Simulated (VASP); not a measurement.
# H (I4/mmm) in VASP: relaxation of cell and atoms with LDA

Aim: the relaxation of cell and atoms of H with LDA.

All numbers are computed with VASP 6.6.1; they aren't measurements. Logs are shortened: lines on timing, memory, paths and dates and some standing lists are left out, and cuts for length are marked.

### Step 1. The cell of the first run

Symmetry: I4/mmm, No. 139, tetragonal system. Conventional cell: a = 3.383 Å, b = 3.383 Å, c = 4.117 Å, α = 90.00°, β = 90.00°, γ = 90.00°. H (site symmetry 4mm) has 1 H at 0.74 Å within 1.0 Å.

### Step 2. Relaxation of cell and atoms, LDA

Input file INCAR:

```
SYSTEM = H
PREC = Accurate
ENCUT = 1230
EDIFF = 1E-7
ISMEAR = -1
SIGMA = 0.1
LREAL = .FALSE.
LASPH = .TRUE.
NELM = 120
ALGO = Normal
ISIF = 3
LWAVE = .FALSE.
LCHARG = .FALSE.
IBRION = 2
NSW = 100
EDIFFG = -0.002
GGA_COMPAT = .FALSE.
NELMIN = 4
```

Input file KPOINTS:

```
Automatic mesh
0
G
  14 14 14
  0 0 0
```

Input file POSCAR:

```
H
1.0
   -1.6915344700      1.6915344700      2.0584739900
    1.6915344700     -1.6915344700      2.0584739900
    1.6915344700      1.6915344700     -2.0584739900
H
2
Direct
    0.9098622900      0.9098622900      0.0000000000
    0.0901377100      0.0901377100      0.0000000000
```

Potentials or basis: VASP PAW LDA potentials, release 64 (H_h).

Command:

```bash
> cat potpaw_LDA.64/H_h/POTCAR > POTCAR
> mpirun -np 1 vasp_std > vasp.out
```

OUTCAR:

```text
SYSTEM = H
   PREC = Accurate
   ENCUT = 1230
   EDIFF = 1E-7
   ISMEAR = -1
   LREAL = .FALSE.
   LASPH = .TRUE.
   NELM = 120
   ISIF = 3
   IBRION = 2
   NSW = 100
   EDIFFG = -0.002
   NELMIN = 4

 ion  position               nearest neighbor table
   1  0.910  0.910  0.000-   2 0.74
   2  0.090  0.090  0.000-   1 0.74

  LATTYP: Found a body centered tetragonal cell.
 ALAT       =     3.3830689400
 C/A-ratio  =     1.2169270130

  Lattice vectors:

 A1 = (  -1.6915344700,   1.6915344700,   2.0584739900)
 A2 = (   1.6915344700,  -1.6915344700,   2.0584739900)
 A3 = (   1.6915344700,   1.6915344700,  -2.0584739900)

Analysis of symmetry for initial positions (statically):
=====================================================================
 Subroutine PRICEL returns:
 Original cell was already a primitive cell.

 Routine SETGRP: Setting up the symmetry group for a
 body centered tetragonal supercell.

 Subroutine GETGRP returns: Found 16 space group operations
 (whereof 16 operations were pure point group operations)
 out of a pool of 16 trial point group operations.

The static configuration has the point symmetry D_4h.

Analysis of symmetry for dynamics (positions and initial velocities):
=====================================================================
 Subroutine PRICEL returns:
 Original cell was already a primitive cell.

 Routine SETGRP: Setting up the symmetry group for a
 body centered tetragonal supercell.

 Subroutine GETGRP returns: Found 16 space group operations
 (whereof 16 operations were pure point group operations)
 out of a pool of 16 trial point group operations.

The dynamic configuration has the point symmetry D_4h.

 Subroutine INISYM returns: Found 16 space group operations
 (whereof 16 operations are pure point group operations),
 and found     1 'primitive' translations

----------------------------------------------------------------------------------------

                                     Primitive cell

  volume of cell :      23.5596

  direct lattice vectors                    reciprocal lattice vectors
    -1.691534470  1.691534470  2.058473990     0.000000000  0.295589602  0.242898381
     1.691534470 -1.691534470  2.058473990     0.295589602  0.000000000  0.242898381
     1.691534470  1.691534470 -2.058473990     0.295589602  0.295589602  0.000000000

  length of vectors
     3.155929799  3.155929799  3.155929799     0.382587031  0.382587031  0.418026823

  position of ions in fractional coordinates (direct lattice)
     0.909862290  0.909862290  0.000000000
     0.090137710  0.090137710  0.000000000

  ion indices of the primitive-cell ions
   primitive index   ion index
                 1           1
                 2           2

----------------------------------------------------------------------------------------

 KPOINTS: Automatic mesh

Automatic generation of k-mesh.
 Grid dimensions read from file:
 generate k-points for:   14   14   14

 Generating k-lattice:

  Cartesian coordinates                     Fractional coordinates (reciprocal lattice)
     0.000000000  0.021113543  0.017349884     0.071428571 -0.000000000  0.000000000
     0.021113543  0.000000000  0.017349884    -0.000000000  0.071428571  0.000000000
     0.021113543  0.021113543  0.000000000     0.000000000  0.000000000  0.071428571

  Length of vectors
     0.027327645  0.027327645  0.029859059

  Shift w.r.t. Gamma in fractional coordinates (k-lattice)
     0.000000000  0.000000000  0.000000000

 Subroutine IBZKPT returns following result:
 ===========================================

 Found    244 irreducible k-points:

 Following reciprocal coordinates:
            Coordinates               Weight
  0.000000  0.000000  0.000000      1.000000
  0.071429 -0.000000  0.000000      8.000000
  0.142857  0.000000  0.000000      8.000000
  0.214286  0.000000 -0.000000      8.000000
  0.285714 -0.000000  0.000000      8.000000
  0.357143 -0.000000  0.000000      8.000000
[... 16 lines left out ...]
  0.214286  0.142857  0.000000     16.000000
  0.285714  0.142857  0.000000     16.000000
 [... further k-points ...]
   k-points           NKPTS =    244   k-points in BZ     NKDIM =    244   number of bands    NBANDS=      5
   number of dos      NEDOS =    301   number of ions     NIONS =      2
   total plane-waves  NPLWV =  46656
   dimension x,y,z NGX =    36 NGY =   36 NGZ =   36
   dimension x,y,z NGXF=    72 NGYF=   72 NGZF=   72
   ions per type =               2
   NGX,Y,Z   is equivalent  to a cutoff of  18.96, 18.96, 18.96 a.u.
   NGXF,Y,Z  is equivalent  to a cutoff of  37.93, 37.93, 37.93 a.u.
 SYSTEM =  H
   PREC   = accura    normal or accurate (medium, high low for compatibility)
   ISTART =      0    job   : 0-new  1-cont  2-samecut
   ICHARG =      2    charge: 1-file 2-atom 10-const
   ISPIN  =      1    spin polarized calculation?
   LNONCOLLINEAR =      F non collinear calculations
   LSORBIT =      F    spin-orbit coupling
   LASPH  =      T    aspherical Exc in radial PAW
   ENCUT  = 1230.0 eV  90.40 Ry    9.51 a.u.   9.02  9.02  9.02*2*pi/ulx,y,z
   NELM   =    120;   NELMIN=  4; NELMDL= -5     # of ELM steps
   EDIFF  = 0.1E-06   stopping-criterion for ELM
   LREAL  =      F    real-space projection
   EDIFFG = -.2E-02   stopping-criterion for IOM
   NSW    =    100    number of steps for IOM
   IBRION =      2    ionic relax: 0-MD 1-quasi-New 2-CG
   NFREE  =      1    steps in history (QN), initial steepest desc. (CG)
   ISIF   =      3    stress and relaxation
   ISYM   =      2    0-nonsym 1-usesym 2-fastsym
   POTIM  = 0.5000    time-step for ionic-motion
   TEBEG  =    0.0;   TEEND  =   0.0 temperature during run
   PSTRESS=    0.0 pullay stress
   NELECT =       2.0000    total number of electrons
   NUPDOWN=      -1.0000    fix difference up-down
   EMIN   =  10.00;   EMAX   =-10.00  energy-range for DOS
   EFERMI =   0.00;   METHOD = LEGACY
   ISMEAR =    -1;   SIGMA  =   0.10  broadening in eV -4-tet -1-fermi 0-gaus
   EFERMI_NEDOS =   21; number of points for ismear=-14 and -15
   IALGO  =     38    algorithm
   IMIX   =      4    mixing-type and parameters
     AMIX     =   0.40;   BMIX     =  1.00
     AMIX_MAG =   1.60;   BMIX_MAG =  1.00
  volume/ion in A,a.u.               =      11.78        79.49
  Fermi-wavevector in a.u.,A,eV,Ry     =   0.719497  1.359653  7.043413  0.517676
  Thomas-Fermi vector in A             =   1.808708
   LORBIT       =      0    0 simple, 1 ext, 2 COOP (PROOUT), +10 PAW based schemes
   GGA     = CA    functional components
   LHFCALC =     F    Hartree Fock is set to
   AEXX    =    0.0000 exact exchange contribution
   IVDW    =     0    specifies the selected vdW correction
   LEPSILON=     F    determine dielectric tensor
   LRPA    =     F    only Hartree local field effects (RPA)
 conjugate gradient relaxation of ions
 non-spin polarized calculation
  energy-cutoff  :     1230.00
  volume of cell :       23.56
 maximum number of plane-waves:      2332
   NGX = 19   NGY = 19   NGZ = 19

--------------------------------------- Ionic step        1  -------------------------------------------

 number of electron       2.0000000 magnetization

 Free energy of the ion-electron system (eV)
  ---------------------------------------------------
  ext. energy  EPLUGINS =         0.00000000
  ---------------------------------------------------
  free energy    TOTEN  =        -6.76678586 eV

  energy without entropy =       -6.76678586  energy(sigma->0) =       -6.76678586

------------------------ aborting loop because EDIFF is reached ----------------------------------------

  FORCE on cell =-STRESS in cart. coord.  units (eV):
  Direction    XX          YY          ZZ          XY          YZ          ZX
  --------------------------------------------------------------------------------------
  -------------------------------------------------------------------------------------
  Total       -0.1064467     -0.1064467      0.6281296      0.0000000      0.0000000      0.0000000
  in kB       -7.2389549     -7.2389549     42.7162165      0.0000000      0.0000000      0.0000000
  external PRESSURE =       9.4127689 kB  Pullay stress =       0.0000000 kB
[... 89 lines left out ...]
  FREE ENERGIE OF THE ION-ELECTRON SYSTEM (eV)
  ---------------------------------------------------
  free  energy   TOTEN  =        -6.7801181276 eV

  energy  without entropy=       -6.7801181274  energy(sigma->0) =       -6.78011813

[... ionic steps 4 to 44 ...]

--------------------------------------- Ionic step       45  -------------------------------------------

 number of electron       2.0000000 magnetization

------------------------ aborting loop because EDIFF is reached ----------------------------------------

  FORCE on cell =-STRESS in cart. coord.  units (eV):
  Direction    XX          YY          ZZ          XY          YZ          ZX
  --------------------------------------------------------------------------------------
  -------------------------------------------------------------------------------------
  Total        0.0013600      0.0013600     -0.0110866      0.0000000     -0.0000000     -0.0000000
  in kB        0.1427368      0.1427368     -1.1635700      0.0000000     -0.0000000     -0.0000000
  external PRESSURE =      -0.2926988 kB  Pullay stress =       0.0000000 kB
[... 57 lines left out ...]
  energy  without entropy=       -6.8118284975  energy(sigma->0) =       -6.81182850

--------------------------------------- Ionic step       47  -------------------------------------------

 number of electron       2.0000000 magnetization

 Free energy of the ion-electron system (eV)
  ---------------------------------------------------
  ext. energy  EPLUGINS =         0.00000000
  ---------------------------------------------------
  free energy    TOTEN  =        -6.81182866 eV

  energy without entropy =       -6.81182866  energy(sigma->0) =       -6.81182866

 E-fermi :  -4.5198     XC(G=0):  -7.2983

 val. band max:       -6.4449500982   @ k =   0.5000   0.5000   0.5000
 cond. band min:       0.7449475888   @ k =   0.5000  -0.0000   0.0000
 fundamental gap:      7.1898976870
 Fermi energy:        -4.5197819981

 k-point     1 :       0.0000    0.0000    0.0000
  band No.  band energies     occupation
      1     -11.2696      2.00000
      2      10.1862      0.00000
      3      12.6789      0.00000
      4      21.0154      0.00000
      5      21.0154      0.00000

 k-point     2 :       0.0714   -0.0000    0.0000
  band No.  band energies     occupation
      1     -11.1575      2.00000
      2       9.4862      0.00000
      3      12.9635      0.00000
      4      19.6787      0.00000
      5      20.3285      0.00000
[... 169 lines left out ...]
 k-point    24 :       0.2857    0.1429    0.0000
  band No.  band energies     occupation
      1      -8.7742      2.00000
      2       2.9203      0.00000
      3      10.7402      0.00000
      4      14.7329      0.00000
      5      17.7082      0.00000

 [... further k-points ...]

------------------------ aborting loop because EDIFF is reached ----------------------------------------

  FORCE on cell =-STRESS in cart. coord.  units (eV):
  Direction    XX          YY          ZZ          XY          YZ          ZX
  --------------------------------------------------------------------------------------
  -------------------------------------------------------------------------------------
  Total        0.0006221      0.0006221     -0.0027687      0.0000000     -0.0000000      0.0000000
  in kB        0.0652113      0.0652113     -0.2902207      0.0000000     -0.0000000      0.0000000
  external PRESSURE =      -0.0532661 kB  Pullay stress =       0.0000000 kB
[... 17 lines left out ...]
  FREE ENERGIE OF THE ION-ELECTRON SYSTEM (eV)
  ---------------------------------------------------
  free  energy   TOTEN  =        -6.8118286624 eV

  energy  without entropy=       -6.8118286623  energy(sigma->0) =       -6.81182866

 reached required accuracy - stopping structural energy minimisation
```

Run time: 11 min. Hardware: 1 thread of Intel Xeon Platinum 8488C (Sapphire Rapids), shared host; peak memory 0.22 GiB.

Results:

| Item | Value |
| --- | --- |
| Free energy | -6.8118 eV |
| Relaxed volume | 7.64 Å³/atom |
| Relaxed cell | a = 2.775 Å, b = 2.775 Å, c = 2.775 Å, α = 119.21°, β = 119.21°, γ = 91.38° |
| Space group after relaxing (to 0.1 Å) | I4/mmm (No. 139) |
| Energy gained by relaxing | 22.5 meV/atom |
| Ionic steps | 47 |
| Pressure after relaxing | 0.0 GPa |
| Band gap on the k mesh | 7.19 eV (least direct gap 7.63 eV) |

Step by step:
| step | energy change (eV) | largest force (eV/Å) | pressure (GPa) | volume (Å³) |
| --- | --- | --- | --- | --- |
| 1 | 0.0000 | 0.9773 | 0.94 | 23.56 |
| 3 | -0.0133 | 0.0233 | -0.77 | 23.62 |
| 5 | -0.0133 | 0.0225 | -0.69 | 23.62 |
| 7 | -0.0160 | 0.0290 | -0.68 | 23.03 |
| 9 | -0.0277 | 0.0770 | -0.57 | 20.50 |
| 11 | -0.0218 | 0.5644 | 4.08 | 12.21 |
| 13 | -0.0414 | 0.3836 | 0.78 | 15.97 |
| 15 | -0.0438 | 0.1335 | 0.30 | 15.53 |
| 17 | -0.0441 | 0.0029 | 0.04 | 15.29 |
| 19 | -0.0441 | 0.0050 | 0.03 | 15.27 |
| 21 | -0.0441 | 0.0054 | 0.03 | 15.27 |
| 23 | -0.0442 | 0.0071 | 0.03 | 15.26 |
| 25 | -0.0443 | 0.0135 | 0.02 | 15.22 |
| 27 | -0.0447 | 0.0334 | 0.00 | 15.08 |
| 29 | -0.0448 | 0.0415 | 0.02 | 14.95 |
| 31 | -0.0449 | 0.0020 | 0.14 | 14.94 |
| 33 | -0.0449 | 0.0021 | 0.14 | 14.94 |
| 35 | -0.0449 | 0.0026 | 0.13 | 14.97 |
| 37 | -0.0450 | 0.0081 | 0.08 | 15.10 |
| 39 | -0.0450 | 0.0033 | 0.05 | 15.10 |
| 41 | -0.0450 | 0.0153 | -0.02 | 15.20 |
| 43 | -0.0450 | 0.0209 | -0.05 | 15.25 |
| 45 | -0.0450 | 0.0112 | -0.03 | 15.27 |
| 47 | -0.0450 | 0.0003 | -0.01 | 15.28 |

Final structure:
```
H
1.0
    -1.40402    1.40402    1.93840
     1.40402   -1.40402    1.93840
     1.40402    1.40402   -1.93840
H
2
Direct
  0.90047 0.90047 0.00000
  0.09953 0.09953 0.00000
```

Caveat: the volume moved by over 15 % at a fixed basis, so the end points are rough.
